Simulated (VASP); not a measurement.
C, 4 atoms in the cell. Symmetry: P6_3/mmc, No. 194, hexagonal system. Conventional cell: a = 2.409 Å, b = 2.409 Å, c = 5.367 Å, α = 90.00°, β = 90.00°, γ = 120.00°. C (site symmetry -6m2) has 3 C at 1.39 Å within 1.9 Å. C (site symmetry -6m2) has 3 C at 1.39 Å within 1.9 Å. 

```yaml
Program: VASP 6.6.1
Task: single point
Functional: LDA
Potentials_or_basis: VASP PAW LDA potentials, release 64 (C)
Cutoff: 520 eV
k_mesh: 15 × 15 × 5
Occupations: fermi-dirac, width 0.1 eV
Spin: no spin polarisation
Dipole_correction: no
Further_INCAR_settings: ALGO = Normal; EDIFF = 1e-07; NBANDS = 16
```

Potentials or basis: VASP PAW LDA potentials, release 64 (C).

Launch:

```console
$ cat potpaw_LDA.64/C/POTCAR > POTCAR
$ mpirun -np 1 vasp_std > vasp.out
```

Hardware: 1 thread of Intel(R) Xeon(R) 6975P-C (Granite Rapids), with other jobs on the host.

How long does it take, and how much memory?

Wall time 11 s on 1 thread of Intel(R) Xeon(R) 6975P-C (Granite Rapids), on a shared host, peak memory 0.13 GiB. Counts: scf iterations 12, k points 81.
